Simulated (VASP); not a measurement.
# LiMg12 (a cell with a defect) in VASP: single point with PBE

Aim: the single point of LiMg12 (a cell with a defect) with PBE.

All numbers are computed with VASP 6.6.1; they aren't measurements. Logs are shortened: lines on timing, memory, paths and dates and some standing lists are left out, and cuts for length are marked.

### 1 The cell of the first run

The cell holds a defect, 13 atoms: a = 6.420 Å, b = 9.630 Å, c = 5.213 Å, α = 90.00°, β = 90.00°, γ = 120.00°.

### 2 Single point, PBE

The input, INCAR:

```
ALGO = Normal
EDIFF = 1E-6
ENCUT = 520
GGA = PE
ISIF = 2
ISMEAR = 0
LASPH = T
LCHARG = F
LREAL = F
LWAVE = F
NBANDS = 26
NELM = 80
PREC = Accurate
SIGMA = 0.05
```

The input, KPOINTS:

```
k-points
0
Gamma
  4 3 4
```

The input, POSCAR:

```
LiMg12
1.0
    6.4200000000      0.0000000000      0.0000000000
   -4.8150000000      8.3398250000      0.0000000000
    0.0000000000      0.0000000000      5.2130400000
Mg Li
12 1
Direct
   -0.0451049627     -0.0463090053     -0.0003262971
    0.1171365703      0.2049912318      0.4995885318
    0.0254578971      0.3356780268     -0.0005229194
    0.1578537270      0.5531023733      0.4996951875
    0.1611091626      0.7387467962     -0.0002867808
    0.1809575102      0.9116503044      0.4997251124
    0.5746708222      0.0346304629     -0.0005041204
    0.6632925808      0.2399091108      0.4994707503
    0.3876654446      0.2492741754     -0.0006744625
    0.6746081055      0.5623640784      0.4999871476
    0.5134951432      0.6355445108     -0.0002940703
    0.6313629765      0.8743539583      0.4996163467
    0.7876903296      0.4833017479      0.0000019183
```

Potentials or basis: VASP PAW PBE potentials, release 64 (Mg, Li_sv).

Launch:

```console
> cat potpaw_PBE.64/Mg/POTCAR potpaw_PBE.64/Li_sv/POTCAR > POTCAR
> mpirun -np 1 vasp_std > vasp.out
```

OUTCAR:

```text
EDIFF = 1E-6
   ENCUT = 520
   GGA = PE
   ISIF = 2
   ISMEAR = 0
   LASPH = T
   LREAL = F
   NELM = 80
   PREC = Accurate

 ion  position               nearest neighbor table
   1  0.955  0.954  1.000-   9 2.81   7 2.91  11 2.96   5 2.96   6 3.11   6 3.11  12 3.18  12 3.18
                             2 3.35   2 3.35   3 3.47   7 3.65
   2  0.117  0.205  0.500-   9 3.04   9 3.04   6 3.05   3 3.08   3 3.08   8 3.10  12 3.15   4 3.23
                             1 3.35   1 3.35   8 3.35  10 3.51
   3  0.025  0.336  0.999-  13 2.55   9 2.83   7 2.90  11 3.02   2 3.08   2 3.08   4 3.18   4 3.18
                             8 3.30   8 3.30   1 3.47   5 3.53
   4  0.158  0.553  0.500-  12 3.07   8 3.10  10 3.15   5 3.15   5 3.15   3 3.18   3 3.18   2 3.23
                            10 3.27  11 3.29  11 3.29   6 3.38
   5  0.161  0.739  1.000-  13 2.43   7 2.76  11 2.89   1 2.96   6 3.06   6 3.06   4 3.15   4 3.15
                             3 3.53
   6  0.181  0.912  0.500-   2 3.05   5 3.06   5 3.06  12 3.09   1 3.11   1 3.11   8 3.13  10 3.31
                            12 3.36   4 3.38   7 3.40   7 3.41
   7  0.575  0.035  0.999-   5 2.76   9 2.86   3 2.90   1 2.91  12 3.14  12 3.14   8 3.15   8 3.15
                             6 3.40   6 3.41   1 3.65
   8  0.663  0.240  0.499-  10 3.07   2 3.10   4 3.10   6 3.13   7 3.15   7 3.15   9 3.18   9 3.18
                             3 3.30   3 3.30   2 3.35  12 3.42
   9  0.388  0.249  0.999-  13 2.43   1 2.81   3 2.83   7 2.86   2 3.04   2 3.04   8 3.18   8 3.18
                            11 3.39
  10  0.675  0.562  0.500-  13 2.91  13 2.91  11 3.01  11 3.02   8 3.07   4 3.15  12 3.15   4 3.27
                             6 3.31   2 3.51
  11  0.513  0.636  1.000-  13 2.80   5 2.89   1 2.96  10 3.01  10 3.02   3 3.02   4 3.29   4 3.29
                            12 3.30  12 3.30   9 3.39
  12  0.631  0.874  0.500-   4 3.07   6 3.09   7 3.14   7 3.14   2 3.15  10 3.15   1 3.18   1 3.18
                            11 3.30  11 3.30   6 3.36   8 3.42
  13  0.788  0.483  0.000-   9 2.43   5 2.43   3 2.55  11 2.80  10 2.91  10 2.91

  LATTYP: Found a simple monoclinic cell.
 ALAT       =     6.4200000000
 B/A-ratio  =     0.8120000000
 C/A-ratio  =     1.3228757108
 COS(beta)  =    -0.1889822286

  Lattice vectors:

 A1 = (   6.4200000000,   0.0000000000,   0.0000000000)
 A2 = (   0.0000000000,   0.0000000000,   5.2130400000)
 A3 = (  -1.6050000000,  -8.3398250000,   0.0000000000)

Analysis of symmetry for initial positions (statically):
=====================================================================
 Subroutine PRICEL returns:
 Original cell was already a primitive cell.

 Routine SETGRP: Setting up the symmetry group for a
 simple monoclinic supercell.

 Subroutine GETGRP returns: Found  1 space group operations
 (whereof  1 operations were pure point group operations)
 out of a pool of  4 trial point group operations.

The static configuration has the point symmetry C_1 .

Analysis of symmetry for dynamics (positions and initial velocities):
=====================================================================
 Subroutine PRICEL returns:
 Original cell was already a primitive cell.

 Routine SETGRP: Setting up the symmetry group for a
 simple monoclinic supercell.

 Subroutine GETGRP returns: Found  1 space group operations
 (whereof  1 operations were pure point group operations)
 out of a pool of  4 trial point group operations.

The dynamic configuration has the point symmetry C_1 .

 Subroutine INISYM returns: Found  1 space group operations
 (whereof  1 operations are pure point group operations),
 and found     1 'primitive' translations

----------------------------------------------------------------------------------------

                                     Primitive cell

  volume of cell :     279.1149

  direct lattice vectors                    reciprocal lattice vectors
     6.420000000  0.000000000  0.000000000     0.155763240  0.089929945  0.000000000
    -4.815000000  8.339825000  0.000000000     0.000000000  0.119906593  0.000000000
     0.000000000  0.000000000  5.213040000     0.000000000  0.000000000  0.191826650

  length of vectors
     6.420000000  9.630000313  5.213040000     0.179859895  0.119906593  0.191826650
[... 43 lines left out ...]
     0.038940810  0.022482486  0.000000000     0.250000000  0.000000000  0.000000000
     0.000000000  0.039968864  0.000000000     0.000000000  0.333333333  0.000000000
     0.000000000  0.000000000  0.047956663     0.000000000  0.000000000  0.250000000

  Length of vectors
     0.044964974  0.039968864  0.047956663

  Shift w.r.t. Gamma in fractional coordinates (k-lattice)
     0.000000000  0.000000000  0.000000000

 Subroutine IBZKPT returns following result:
 ===========================================

 Found     26 irreducible k-points:

 Following reciprocal coordinates:
            Coordinates               Weight
  0.000000  0.000000  0.000000      1.000000
  0.250000  0.000000  0.000000      2.000000
  0.500000  0.000000  0.000000      1.000000
  0.000000  0.333333  0.000000      2.000000
  0.250000  0.333333  0.000000      2.000000
  0.500000  0.333333  0.000000      2.000000
[... 16 lines left out ...]
  0.000000  0.333333  0.500000      2.000000
  0.250000  0.333333  0.500000      2.000000
 [... further k-points ...]
   k-points           NKPTS =     26   k-points in BZ     NKDIM =     26   number of bands    NBANDS=     26
   number of dos      NEDOS =    301   number of ions     NIONS =     13
   total plane-waves  NPLWV = 138240
   dimension x,y,z NGX =    48 NGY =   72 NGZ =   40
   dimension x,y,z NGXF=    96 NGYF=  144 NGZF=   80
   ions per type =              12   1
   NGX,Y,Z   is equivalent  to a cutoff of  12.43, 12.43, 12.76 a.u.
   NGXF,Y,Z  is equivalent  to a cutoff of  24.86, 24.86, 25.51 a.u.
 SYSTEM =  unknown system
   PREC   = accura    normal or accurate (medium, high low for compatibility)
   ISTART =      0    job   : 0-new  1-cont  2-samecut
   ICHARG =      2    charge: 1-file 2-atom 10-const
   ISPIN  =      1    spin polarized calculation?
   LNONCOLLINEAR =      F non collinear calculations
   LSORBIT =      F    spin-orbit coupling
   LASPH  =      T    aspherical Exc in radial PAW
   ENCUT  =  520.0 eV  38.22 Ry    6.18 a.u.  11.94 17.91  9.69*2*pi/ulx,y,z
   NELM   =     80;   NELMIN=  2; NELMDL= -5     # of ELM steps
   EDIFF  = 0.1E-05   stopping-criterion for ELM
   LREAL  =      F    real-space projection
   EDIFFG = 0.1E-04   stopping-criterion for IOM
   NSW    =      0    number of steps for IOM
   IBRION =     -1    ionic relax: 0-MD 1-quasi-New 2-CG
   NFREE  =      0    steps in history (QN), initial steepest desc. (CG)
   ISIF   =      2    stress and relaxation
   ISYM   =      2    0-nonsym 1-usesym 2-fastsym
   POTIM  = 0.5000    time-step for ionic-motion
   TEBEG  =    0.0;   TEEND  =   0.0 temperature during run
   PSTRESS=    0.0 pullay stress
   NELECT =      27.0000    total number of electrons
   NUPDOWN=      -1.0000    fix difference up-down
   EMIN   =  10.00;   EMAX   =-10.00  energy-range for DOS
   EFERMI =   0.00;   METHOD = LEGACY
   ISMEAR =     0;   SIGMA  =   0.05  broadening in eV -4-tet -1-fermi 0-gaus
   EFERMI_NEDOS =   21; number of points for ismear=-14 and -15
   IALGO  =     38    algorithm
   IMIX   =      4    mixing-type and parameters
     AMIX     =   0.40;   BMIX     =  1.00
     AMIX_MAG =   1.60;   BMIX_MAG =  1.00
  volume/ion in A,a.u.               =      21.47       144.89
  Fermi-wavevector in a.u.,A,eV,Ry     =   0.751511  1.420149  7.684136  0.564768
  Thomas-Fermi vector in A             =   1.848508
   LORBIT       =      0    0 simple, 1 ext, 2 COOP (PROOUT), +10 PAW based schemes
   GGA     = PE    functional components
   LHFCALC =     F    Hartree Fock is set to
   AEXX    =    0.0000 exact exchange contribution
   IVDW    =     0    specifies the selected vdW correction
   LEPSILON=     F    determine dielectric tensor
   LRPA    =     F    only Hartree local field effects (RPA)
 non-spin polarized calculation
 Gauss-broadening in eV      SIGMA  =   0.05
  energy-cutoff  :      520.00
  volume of cell :      279.11
 maximum number of plane-waves:      7534
   NGX = 23   NGY = 35   NGZ = 19

 number of electron      26.9999994 magnetization

 Free energy of the ion-electron system (eV)
  ---------------------------------------------------
  ext. energy  EPLUGINS =         0.00000000
  ---------------------------------------------------
  free energy    TOTEN  =       -18.58492808 eV

  energy without entropy =      -18.58174245  energy(sigma->0) =      -18.58333526

 E-fermi :   2.7809     XC(G=0):  -8.5753

 val. band max:        2.7349193704   @ k =   0.5000   0.3333   0.0000
 cond. band min:       2.7820744768   @ k =   0.2500   0.0000   0.0000
 fundamental gap:      0.0471551064
 Fermi energy:         2.7808823485

 k-point     1 :       0.0000    0.0000    0.0000
  band No.  band energies     occupation
      1     -43.7340      2.00000
      2      -4.1983      2.00000
      3      -2.1755      2.00000
      4      -1.9640      2.00000
      5      -0.5956      2.00000
      6      -0.4386      2.00000
[... 661 lines left out ...]
     24       7.8348      0.00000
     25       7.8766      0.00000

 [... further k-points ...]

 [bands above 25 left out]

------------------------ aborting loop because EDIFF is reached ----------------------------------------

  FORCE on cell =-STRESS in cart. coord.  units (eV):
  Direction    XX          YY          ZZ          XY          YZ          ZX
  --------------------------------------------------------------------------------------
  -------------------------------------------------------------------------------------
  Total        6.9736824      6.3590460      0.8654282      1.4301813      0.0031207     -0.0047192
  in kB       40.0303809     36.5022409      4.9677368      8.2095370      0.0179134     -0.0270893
  external PRESSURE =      27.1667862 kB  Pullay stress =       0.0000000 kB

 VOLUME and BASIS-vectors are now :
 -----------------------------------------------------------------------------
  energy-cutoff  :      520.00
  volume of cell :      279.11
      direct lattice vectors                 reciprocal lattice vectors
     6.420000000  0.000000000  0.000000000     0.155763240  0.089929945  0.000000000
    -4.815000000  8.339825000  0.000000000     0.000000000  0.119906593  0.000000000
     0.000000000  0.000000000  5.213040000     0.000000000  0.000000000  0.191826650

 POSITION                                       TOTAL-FORCE (eV/Angst)
 -----------------------------------------------------------------------------------
      1.53840      7.95362      5.21134         0.011769     -0.010742      0.000260
     -0.23502      1.70959      2.60437        -0.004770     -0.009133     -0.003013
     -1.45285      2.79950      5.21031        -0.001903      0.002973      0.001135
     -1.64977      4.61278      2.60493        -0.000877     -0.004917     -0.000945
     -2.52274      6.16102      5.21155        -0.021034      0.019283     -0.000225
     -3.22785      7.60300      2.60509         0.002136      0.006327     -0.000651
      3.52264      0.28881      5.21041         0.002607      0.020530      0.000758
      3.10318      2.00080      2.60376         0.007378     -0.004417     -0.000373
      1.28856      2.07890      5.20952         0.008655     -0.005427      0.000895
      1.62320      4.69002      2.60645        -0.005851     -0.000183     -0.002109
      0.23649      5.30033      5.21151        -0.006472      0.006870      0.002517
     -0.15666      7.29196      2.60452         0.007744      0.000927     -0.000352
      2.72987      4.03065      0.00001         0.000618     -0.022092      0.002103
 -----------------------------------------------------------------------------------
    total drift:                                0.000460      0.000304     -0.000004

  FREE ENERGIE OF THE ION-ELECTRON SYSTEM (eV)
  ---------------------------------------------------
  free  energy   TOTEN  =       -18.5849280765 eV

  energy  without entropy=      -18.5817424469  energy(sigma->0) =      -18.58333526
```

Wall time 2.4 min (1 thread of Intel Xeon Platinum 8488C (Sapphire Rapids), shared host); peak memory 0.45 GiB.

Results:

- Free energy: -18.5849 eV
- Largest force: 0.029 eV/Å
- Band gap on the k mesh: zero (an odd number of electrons rules out a gap without spin polarisation)

Forces in eV/Å, atoms in the order of the input:
```
Mg   0.012 -0.011  0.000
Mg  -0.005 -0.009 -0.003
Mg  -0.002  0.003  0.001
Mg  -0.001 -0.005 -0.001
Mg  -0.021  0.019  0.000
Mg   0.002  0.006 -0.001
Mg   0.003  0.021  0.001
Mg   0.007 -0.004  0.000
Mg   0.009 -0.005  0.001
Mg  -0.006  0.000 -0.002
Mg  -0.006  0.007  0.003
Mg   0.008  0.001  0.000
Li   0.001 -0.022  0.002
```

Levels at points of the mesh, in eV from the Fermi level:
| k point | band 11 | band 12 | band 13 | band 14 | band 15 | band 16 |
| --- | --- | --- | --- | --- | --- | --- |
| (0.00, 0.00, 0.00) | -0.43 | -0.24 | 0.09 | 0.12 | 0.43 | 0.61 |
| (0.50, 0.00, 0.00) | -0.64 | -0.32 | -0.31 | -0.18 | -0.14 | 0.12 |
| (0.00, 0.00, 0.50) | -1.89 | -1.25 | -1.05 | -0.82 | -0.65 | 0.81 |
| (0.50, 0.00, 0.50) | -0.97 | -0.53 | -0.49 | 0.41 | 0.58 | 0.59 |

Caveat: the cutoff is under 1.25 times the usual one of these potentials, so pressure, stress and relaxed cells hold a basis-set (Pulay) error.
